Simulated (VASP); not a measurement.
# Al2As (P4/nmm) in VASP: further runs, part 2 of 2

VASP 6.6.1.

## 4. Relaxation of cell and atoms, r2SCAN

Contents of POSCAR:

```
Al2As
1.0
    3.9511325383      0.0000000000      0.0000000000
    0.0000000000      3.9511325383      0.0000000000
    0.0000000000      0.0000000000      6.0286443614
Al As
4 2
Direct
    0.0000000000      0.0000000000      0.0000000000
    0.5000000000      0.5000000000      0.0000000000
    0.0000000000      0.5000000000      0.2700000000
    0.5000000000      0.0000000000      0.7300000000
    0.0000000000      0.5000000000      0.7000000000
    0.5000000000      0.0000000000      0.3000000000
```

Contents of INCAR.step1:

```
SYSTEM = Al2As
ALGO = Normal ; EDIFF = 1E-4
ENCUT = 600 ; GGA = PE
ISMEAR = 0 ; LASPH = .True.
LCHARG = .False. ; LREAL = .False.
LWAVE = .True. ; NELM = 60
PREC = Accurate ; SIGMA = 0.1
```

Contents of INCAR.step2:

```
SYSTEM = Al2As
ALGO = Normal ; EDIFF = 1E-7
EDIFFG = -0.04 ; ENCUT = 600
IBRION = 2 ; ISIF = 3
ISMEAR = 0 ; ISTART = 1
LASPH = .True. ; LCHARG = .False.
LMIXTAU = .True. ; LREAL = .False.
LWAVE = .False. ; METAGGA = R2SCAN
NELM = 60 ; NSW = 90
PREC = Accurate ; SIGMA = 0.1
```

Contents of KPOINTS:

```
k-points
0
Gamma
  4 4 4
  0 0 0
```

Potentials or basis: VASP PAW PBE potentials, release 64 (Al, As).

Command:

```
> cat potpaw_PBE.64/Al/POTCAR potpaw_PBE.64/As/POTCAR > POTCAR
> cp INCAR.step1 INCAR
> mpirun -np 1 vasp_std > vasp.out
> cp INCAR.step2 INCAR
> mpirun -np 1 vasp_std > vasp.out
```

OUTCAR:

```text
SYSTEM = Al2As
   EDIFF = 1E-7
   EDIFFG = -0.04
   ENCUT = 600
   IBRION = 2
   ISIF = 3
   ISMEAR = 0
   ISTART = 1
   LASPH = .True.
   LREAL = .False.
   METAGGA = R2SCAN
   NELM = 60
   NSW = 90
   PREC = Accurate

 ion  position               nearest neighbor table
   1  0.000  0.000  0.000-   3 2.56   4 2.56   3 2.56   4 2.56   5 2.68   5 2.68   6 2.68   6 2.68
                             2 2.79   2 2.79   2 2.79   2 2.79
   2  0.500  0.500  0.000-   3 2.56   4 2.56   4 2.56   3 2.56   5 2.68   6 2.68   6 2.68   5 2.68
                             1 2.79   1 2.79   1 2.79   1 2.79
   3  0.000  0.500  0.270-   1 2.56   2 2.56   1 2.56   2 2.56   5 2.59   6 2.80   6 2.80   6 2.80
                             6 2.80
   4  0.500  0.000  0.730-   1 2.56   2 2.56   2 2.56   1 2.56   6 2.59   5 2.80   5 2.80   5 2.80
                             5 2.80
   5  0.000  0.500  0.700-   3 2.59   2 2.68   1 2.68   1 2.68   2 2.68   4 2.80   4 2.80   4 2.80
                             4 2.80
   6  0.500  0.000  0.300-   4 2.59   2 2.68   1 2.68   2 2.68   1 2.68   3 2.80   3 2.80   3 2.80
                             3 2.80

  LATTYP: Found a simple tetragonal cell.
 ALAT       =     3.9511325383
 C/A-ratio  =     1.5258016032

  Lattice vectors:

 A1 = (   3.9511325383,   0.0000000000,   0.0000000000)
 A2 = (   0.0000000000,   3.9511325383,   0.0000000000)
 A3 = (   0.0000000000,   0.0000000000,   6.0286443614)

Analysis of symmetry for initial positions (statically):
=====================================================================
 Subroutine PRICEL returns:
 Original cell was already a primitive cell.

 Routine SETGRP: Setting up the symmetry group for a
 simple tetragonal supercell.

 Subroutine GETGRP returns: Found 16 space group operations
 (whereof  8 operations were pure point group operations)
 out of a pool of 16 trial point group operations.

The static configuration has the point symmetry D_2d.
 The point group associated with its full space group is D_4h.

Analysis of symmetry for dynamics (positions and initial velocities):
=====================================================================
 Subroutine PRICEL returns:
 Original cell was already a primitive cell.

 Routine SETGRP: Setting up the symmetry group for a
 simple tetragonal supercell.

 Subroutine GETGRP returns: Found 16 space group operations
 (whereof  8 operations were pure point group operations)
 out of a pool of 16 trial point group operations.

The dynamic configuration has the point symmetry D_2d.
 The point group associated with its full space group is D_4h.

 Subroutine INISYM returns: Found 16 space group operations
 (whereof  8 operations are pure point group operations),
 and found     1 'primitive' translations

----------------------------------------------------------------------------------------

                                     Primitive cell

  volume of cell :      94.1159

  direct lattice vectors                    reciprocal lattice vectors
     3.951132538  0.000000000  0.000000000     0.253091991  0.000000000  0.000000000
     0.000000000  3.951132538  0.000000000     0.000000000  0.253091991  0.000000000
     0.000000000  0.000000000  6.028644361     0.000000000  0.000000000  0.165874771

  length of vectors
     3.951132538  3.951132538  6.028644361     0.253091991  0.253091991  0.165874771

  position of ions in fractional coordinates (direct lattice)
[... 63 lines left out ...]
   number of dos      NEDOS =    301   number of ions     NIONS =      6
   total plane-waves  NPLWV =  49152
   dimension x,y,z NGX =    32 NGY =   32 NGZ =   48
   dimension x,y,z NGXF=    64 NGYF=   64 NGZF=   96
   ions per type =               4   2
   NGX,Y,Z   is equivalent  to a cutoff of  13.46, 13.46, 13.24 a.u.
   NGXF,Y,Z  is equivalent  to a cutoff of  26.93, 26.93, 26.47 a.u.
 SYSTEM =  Al2As
   PREC   = accura    normal or accurate (medium, high low for compatibility)
   ISTART =      1    job   : 0-new  1-cont  2-samecut
   ICHARG =      0    charge: 1-file 2-atom 10-const
   ISPIN  =      1    spin polarized calculation?
   LNONCOLLINEAR =      F non collinear calculations
   LSORBIT =      F    spin-orbit coupling
   LASPH  =      T    aspherical Exc in radial PAW
   ENCUT  =  600.0 eV  44.10 Ry    6.64 a.u.   7.89  7.89 12.04*2*pi/ulx,y,z
   NELM   =     60;   NELMIN=  2; NELMDL=  0     # of ELM steps
   EDIFF  = 0.1E-06   stopping-criterion for ELM
   LREAL  =      F    real-space projection
   EDIFFG = -.4E-01   stopping-criterion for IOM
   NSW    =     90    number of steps for IOM
   IBRION =      2    ionic relax: 0-MD 1-quasi-New 2-CG
   NFREE  =      1    steps in history (QN), initial steepest desc. (CG)
   ISIF   =      3    stress and relaxation
   ISYM   =      2    0-nonsym 1-usesym 2-fastsym
   POTIM  = 0.5000    time-step for ionic-motion
   TEBEG  =    0.0;   TEEND  =   0.0 temperature during run
   PSTRESS=    0.0 pullay stress
   NELECT =      22.0000    total number of electrons
   NUPDOWN=      -1.0000    fix difference up-down
   EMIN   =  10.00;   EMAX   =-10.00  energy-range for DOS
   EFERMI =   0.00;   METHOD = LEGACY
   ISMEAR =     0;   SIGMA  =   0.10  broadening in eV -4-tet -1-fermi 0-gaus
   EFERMI_NEDOS =   21; number of points for ismear=-14 and -15
   IALGO  =     38    algorithm
   IMIX   =      4    mixing-type and parameters
     AMIX     =   0.40;   BMIX     =  1.00
     AMIX_MAG =   1.60;   BMIX_MAG =  1.00
  volume/ion in A,a.u.               =      15.69       105.85
  Fermi-wavevector in a.u.,A,eV,Ry     =   1.008466  1.905725 13.837186  1.017005
  Thomas-Fermi vector in A             =   2.141335
   LORBIT       =      0    0 simple, 1 ext, 2 COOP (PROOUT), +10 PAW based schemes
   METAGGA = R2SCAN    functional components
   LHFCALC =     F    Hartree Fock is set to
   AEXX    =    0.0000 exact exchange contribution
   IVDW    =     0    specifies the selected vdW correction
   LEPSILON=     F    determine dielectric tensor
   LRPA    =     F    only Hartree local field effects (RPA)
 conjugate gradient relaxation of ions
 non-spin polarized calculation
 Gauss-broadening in eV      SIGMA  =   0.10
  energy-cutoff  :      600.00
  volume of cell :       94.12
 maximum number of plane-waves:      3164
 NGX is ok and might be reduce to    32
   NGX = 15   NGY = 15   NGZ = 25

--------------------------------------- Ionic step        1  -------------------------------------------

 number of electron      21.9999998 magnetization

 Free energy of the ion-electron system (eV)
  ---------------------------------------------------
  ext. energy  EPLUGINS =         0.00000000
  ---------------------------------------------------
  free energy    TOTEN  =       -54.56037687 eV

  energy without entropy =      -54.54737994  energy(sigma->0) =      -54.55387840

------------------------ aborting loop because EDIFF is reached ----------------------------------------

  FORCE on cell =-STRESS in cart. coord.  units (eV):
  Direction    XX          YY          ZZ          XY          YZ          ZX
  --------------------------------------------------------------------------------------
  -------------------------------------------------------------------------------------
  Total        7.8878150      7.8878150     12.6200694      0.0000000      0.0000000     -0.0000000
  in kB      134.2778676    134.2778676    214.8371900      0.0000000      0.0000000     -0.0000000
  external PRESSURE =     161.1309751 kB  Pullay stress =       0.0000000 kB
[... 101 lines left out ...]
  FREE ENERGIE OF THE ION-ELECTRON SYSTEM (eV)
  ---------------------------------------------------
  free  energy   TOTEN  =       -55.5738267115 eV

  energy  without entropy=      -55.5555464712  energy(sigma->0) =      -55.56468659

[... ionic steps 4 to 17 ...]

--------------------------------------- Ionic step       18  -------------------------------------------

 number of electron      21.9999999 magnetization

------------------------ aborting loop because EDIFF is reached ----------------------------------------
[... 75 lines left out ...]
--------------------------------------- Ionic step       20  -------------------------------------------

 number of electron      22.0000000 magnetization

 Free energy of the ion-electron system (eV)
  ---------------------------------------------------
  ext. energy  EPLUGINS =         0.00000000
  ---------------------------------------------------
  free energy    TOTEN  =       -56.18226318 eV

  energy without entropy =      -56.17269104  energy(sigma->0) =      -56.17747711

 E-fermi :   7.4278     XC(G=0): -10.8993

 val. band max:        7.3720727811   @ k =   0.2500   0.0000   0.5000
 cond. band min:       7.4556006811   @ k =   0.2500   0.2500   0.2500
 fundamental gap:      0.0835279000
 Fermi energy:         7.4277901904

 k-point     1 :       0.0000    0.0000    0.0000
  band No.  band energies     occupation
      1      -6.7097      2.00000
      2      -4.9615      2.00000
      3      -2.1162      2.00000
      4       2.8432      2.00000
      5       3.9841      2.00000
      6       3.9841      2.00000
      7       4.6694      2.00000
      8       5.7110      2.00000
      9       5.7110      2.00000
     10       6.8662      2.00000
     11       7.6790      0.00038
     12       7.8839      0.00000
     13       7.8839      0.00000
     14       7.9965      0.00000
[... 338 lines left out ...]
  FREE ENERGIE OF THE ION-ELECTRON SYSTEM (eV)
  ---------------------------------------------------
  free  energy   TOTEN  =       -56.1822631812 eV

  energy  without entropy=      -56.1726910356  energy(sigma->0) =      -56.17747711

 reached required accuracy - stopping structural energy minimisation
```

It took 12 min on 1 thread of Intel Xeon 6975P-C (Granite Rapids), shared host; peak memory 0.25 GiB.

Results:

| Item | Value |
| --- | --- |
| Free energy | -56.1823 eV |
| Relaxed volume | 17.55 Å³/atom |
| Relaxed cell | a = 3.789 Å, b = 3.789 Å, c = 7.334 Å, α = 90.00°, β = 90.00°, γ = 90.00° |
| Space group after relaxing (to 0.1 Å) | P4/nmm (No. 129) |
| Energy gained by relaxing | 270.3 meV/atom |
| Ionic steps | 20 |
| Pressure after relaxing | 0.0 GPa |
| Largest force after relaxing | 0.036 eV/Å |
| Band gap on the k mesh | zero (bands 11 and 12 overlap by 4.43 eV) |

Forces in eV/Å, atoms in the order of the input:
```
Al   0.000  0.000  0.000
Al   0.000  0.000  0.000
Al   0.000  0.000 -0.036
Al   0.000  0.000  0.036
As   0.000  0.000 -0.023
As   0.000  0.000  0.023
```

The path:
| step | energy change (eV) | largest force (eV/Å) | pressure (GPa) | volume (Å³) |
| --- | --- | --- | --- | --- |
| 1 | 0.0000 | 2.2825 | 16.11 | 94.12 |
| 2 | -0.9021 | 0.4158 | -5.87 | 117.23 |
| 3 | -1.0134 | 0.6625 | -1.98 | 110.47 |
| 4 | -1.0137 | 0.6792 | -1.74 | 110.13 |
| 5 | -1.1235 | 0.5174 | -0.99 | 108.08 |
| 6 | -1.3472 | 0.4080 | 2.83 | 101.98 |
| 7 | -1.3892 | 0.4596 | 2.85 | 101.82 |
| 8 | -1.4864 | 0.5666 | 3.34 | 101.23 |
| 9 | -1.4317 | 0.7691 | 6.30 | 99.68 |
| 10 | -1.4988 | 0.6837 | 4.02 | 100.67 |
| 11 | -1.5652 | 0.4559 | 2.04 | 102.64 |
| 12 | -1.6029 | 0.2078 | -0.07 | 105.15 |
| 13 | -1.6066 | 0.1296 | -0.82 | 106.16 |
| 14 | -1.6067 | 0.1199 | -0.92 | 106.30 |
| 15 | -1.6146 | 0.0831 | -0.59 | 105.92 |
| 16 | -1.6203 | 0.0762 | -0.10 | 105.39 |
| 17 | -1.6206 | 0.0834 | 0.04 | 105.24 |
| 18 | -1.6206 | 0.0824 | 0.02 | 105.26 |
| 19 | -1.6210 | 0.0680 | 0.02 | 105.27 |
| 20 | -1.6219 | 0.0355 | 0.01 | 105.31 |

Final structure:
```
Al As
1.0
     3.78939    0.00000    0.00000
     0.00000    3.78939    0.00000
     0.00000    0.00000    7.33414
Al As
4 2
Direct
  0.00000 0.00000 0.00000
  0.50000 0.50000 0.00000
  0.00000 0.50000 0.31235
  0.50000 0.00000 0.68765
  0.00000 0.50000 0.66960
  0.50000 0.00000 0.33040
```

Levels at points of the mesh, in eV from the Fermi level:
```
           k point  band 7  band 8  band 9  band 10  band 11  band 12  band 13  band 14  band 15
(0.00, 0.00, 0.00)   -2.76   -1.72   -1.72    -0.56     0.25     0.46     0.46     0.57     0.61
(0.50, 0.00, 0.00)   -1.45   -1.45   -0.67    -0.67     0.81     0.81     1.76     1.76     2.32
(0.50, 0.50, 0.00)   -5.11   -5.11   -4.56    -4.56    -3.03    -3.03     2.35     2.35     3.57
(0.00, 0.00, 0.50)   -2.54   -2.54   -2.43    -1.95     0.94     1.47     1.57     1.57     1.67
(0.50, 0.00, 0.50)   -3.67   -3.67   -1.39    -1.39     1.22     1.22     1.79     1.79     2.34
(0.50, 0.50, 0.50)   -6.09   -6.09   -2.21    -2.21    -1.36    -1.36    -1.22    -1.22     0.93
```

Caveat: the k points lie up to 0.41 Å⁻¹ apart in the final cell, too coarse for converged energies and pressures of a metal; a cell axis changed by over 15 % at a fixed basis, so the end point is rough; the PAW data sets were made with another functional, which shifts forces and pressure a little.

## 5. Single point, r2SCAN

This run uses another cell than the first one, of 17.62 Å³/atom.

Contents of POSCAR:

```
Al2As
1.0
    3.7714865774      0.0000000000      0.0000000000
    0.0000000000      3.7714865774      0.0000000000
    0.0000000000      0.0000000000      7.4342100644
Al As
4 2
Direct
    0.0000000000      0.0000000000      0.0000000000
    0.5000000000      0.5000000000      0.0000000000
    0.0000000000      0.5000000000      0.3133236005
    0.5000000000      0.0000000000      0.6866763995
    0.0000000000      0.5000000000      0.6688483956
    0.5000000000      0.0000000000      0.3311516044
```

Contents of INCAR.step1:

```
  ALGO = Normal
  EDIFF = 1E-4
  ENCUT = 520
  GGA = PE
  ISMEAR = 0
  LASPH = True
  LCHARG = False
  LREAL = False
  LWAVE = True
  NBANDS = 20
  NELM = 80
  PREC = Accurate
  SIGMA = 0.1
```

Contents of INCAR.step2:

```
  ALGO = Normal
  EDIFF = 1E-7
  ENCUT = 520
  ISIF = 2
  ISMEAR = 0
  ISTART = 1
  LASPH = True
  LCHARG = True
  LELF = True
  LMIXTAU = True
  LREAL = False
  LVHAR = True
  LWAVE = False
  METAGGA = R2SCAN
  NBANDS = 20
  NELM = 80
  PREC = Accurate
  SIGMA = 0.1
```

Contents of KPOINTS:

```
k-points
0
Gamma
  10 10 6
```

Potentials or basis: VASP PAW PBE potentials, release 64 (Al, As).

Command:

```
> cat potpaw_PBE.64/Al/POTCAR potpaw_PBE.64/As/POTCAR > POTCAR
> cp INCAR.step1 INCAR
> mpirun -np 1 vasp_std > vasp.out
> cp INCAR.step2 INCAR
> mpirun -np 1 vasp_std > vasp.out
```

OUTCAR:

```text
EDIFF = 1E-7
   ENCUT = 520
   ISIF = 2
   ISMEAR = 0
   ISTART = 1
   LASPH = True
   LREAL = False
   METAGGA = R2SCAN
   NELM = 80
   PREC = Accurate

 ion  position               nearest neighbor table
   1  0.000  0.000  0.000-   2 2.67   2 2.67   2 2.67   2 2.67   3 3.00   4 3.00   4 3.00   3 3.00
                             5 3.10   6 3.10   6 3.10   5 3.10
   2  0.500  0.500  0.000-   1 2.67   1 2.67   1 2.67   1 2.67   4 3.00   4 3.00   3 3.00   3 3.00
[... 770 lines left out ...]
  -------------------------------------------------------------------------------------
  Total       -0.0838179     -0.0838179     -0.0831979      0.0000000     -0.0000000      0.0000000
  in kB       -1.2699523     -1.2699523     -1.2605579      0.0000000     -0.0000000      0.0000000
  external PRESSURE =      -1.2668208 kB  Pullay stress =       0.0000000 kB

 VOLUME and BASIS-vectors are now :
 -----------------------------------------------------------------------------
  energy-cutoff  :      520.00
  volume of cell :      105.75
      direct lattice vectors                 reciprocal lattice vectors
     3.771486577  0.000000000  0.000000000     0.265147437  0.000000000  0.000000000
     0.000000000  3.771486577  0.000000000     0.000000000  0.265147437  0.000000000
     0.000000000  0.000000000  7.434210064     0.000000000  0.000000000  0.134513283

 POSITION                                       TOTAL-FORCE (eV/Angst)
 -----------------------------------------------------------------------------------
      0.00000      0.00000      0.00000         0.000000      0.000000      0.000000
      1.88574      1.88574      0.00000        -0.000000     -0.000000      0.000000
      0.00000      1.88574      2.32931         0.000000      0.000000     -0.012004
      1.88574      0.00000      5.10490         0.000000     -0.000000      0.012004
      0.00000      1.88574      4.97236         0.000000      0.000000     -0.002742
      1.88574      0.00000      2.46185         0.000000      0.000000      0.002742
 -----------------------------------------------------------------------------------
    total drift:                               -0.000000      0.000000      0.000000

  FREE ENERGIE OF THE ION-ELECTRON SYSTEM (eV)
  ---------------------------------------------------
  free  energy   TOTEN  =       -56.1620063455 eV

  energy  without entropy=      -56.1543347135  energy(sigma->0) =      -56.15817053
```

OSZICAR.step1:

```text
N       E                     dE             d eps       ncg     rms          rms(c)
DAV:   1     0.438735870626E+02    0.43874E+02   -0.81040E+03  3360   0.883E+02
DAV:   2    -0.208164114330E+02   -0.64690E+02   -0.62201E+02  4292   0.131E+02
DAV:   3    -0.244684091864E+02   -0.36520E+01   -0.36026E+01  4264   0.280E+01
DAV:   4    -0.245073729622E+02   -0.38964E-01   -0.38933E-01  4004   0.335E+00
DAV:   5    -0.245079384999E+02   -0.56554E-03   -0.56552E-03  4028   0.433E-01    0.402E+00
DAV:   6    -0.243346861189E+02    0.17325E+00   -0.22676E-01  3908   0.188E+00    0.239E+00
DAV:   7    -0.242911855898E+02    0.43501E-01   -0.10667E-01  4036   0.132E+00    0.608E-01
DAV:   8    -0.242882373663E+02    0.29482E-02   -0.50267E-03  3836   0.354E-01    0.189E-01
DAV:   9    -0.242879859879E+02    0.25138E-03   -0.13015E-03  3856   0.151E-01    0.107E-01
DAV:  10    -0.242879965364E+02   -0.10548E-04   -0.65445E-05  2120   0.447E-02
   1 F= -.24287997E+02 E0= -.24283843E+02  d E =-.830768E-02
```

It took 4.5 min on 1 thread of Intel Xeon 6975P-C (Granite Rapids), shared host; peak memory 0.31 GiB.

Results:

- Free energy: -56.1620 eV
- Pressure: -0.1 GPa
- Largest force: 0.012 eV/Å
- Band gap on the k mesh: zero (bands 11 and 12 overlap by 4.51 eV)

Forces on the atoms (eV/Å):
```
Al   0.000  0.000  0.000
Al   0.000  0.000  0.000
Al   0.000  0.000 -0.012
Al   0.000  0.000  0.012
As   0.000  0.000 -0.003
As   0.000  0.000  0.003
```

Levels at points of the mesh, in eV from the Fermi level:
```tsv
k point	band 8	band 9	band 10	band 11	band 12	band 13	band 14	band 15
(0.00, 0.00, 0.00)	-1.72	-1.72	-0.57	0.27	0.49	0.49	0.50	0.74
(0.50, 0.00, 0.00)	-1.40	-0.79	-0.79	0.71	0.71	1.85	1.85	2.33
(0.50, 0.50, 0.00)	-5.14	-4.51	-4.51	-3.06	-3.06	2.14	2.14	3.42
(0.00, 0.00, 0.50)	-2.46	-2.38	-1.84	1.08	1.47	1.50	1.50	1.73
(0.50, 0.00, 0.50)	-3.70	-1.34	-1.34	1.35	1.35	1.91	1.91	2.39
(0.50, 0.50, 0.50)	-6.00	-2.20	-2.20	-1.52	-1.52	-1.34	-1.34	0.89
```

Caveat: the PAW data sets were made with another functional, which shifts forces and pressure a little.

## 6. Overview

```tsv
task	cell	k mesh	cutoff (eV)	gap on the mesh (eV)	pressure (GPa)	largest force (eV/Å)
single point	a = 3.951, b = 3.951, c = 6.029 Å, 6 atoms, atomic positions A	4 × 4 × 4	520	none	16.1	2.28
single point	a = 3.793, b = 3.793, c = 7.330 Å, 6 atoms, atomic positions B	4 × 4 × 4	520	none	-0.1	0.02
relaxation of cell and atoms	relaxed from a = 3.951, b = 3.951, c = 6.029 Å, 6 atoms, atomic positions A	4 × 4 × 4	600	none	0.0	0.04
single point	a = 3.771, b = 3.771, c = 7.434 Å, 6 atoms, atomic positions C	10 × 10 × 6	520	none	-0.1	0.01
```

Alike in all rows: level r2SCAN; potentials or basis VASP PAW PBE potentials, release 64 (Al, As); no spin polarisation; smearing gaussian 0.1 eV.

Caveats: some runs use coarse meshes; the PAW data sets were made with another functional, which shifts forces and pressure a little; a cell axis changed by over 15 % at a fixed basis, so the end point is rough (at least some runs).

Absolute energies hang on the potentials; compare differences alone.

The gap in the log of VASP goes by the Fermi energy; the results here count the filled bands.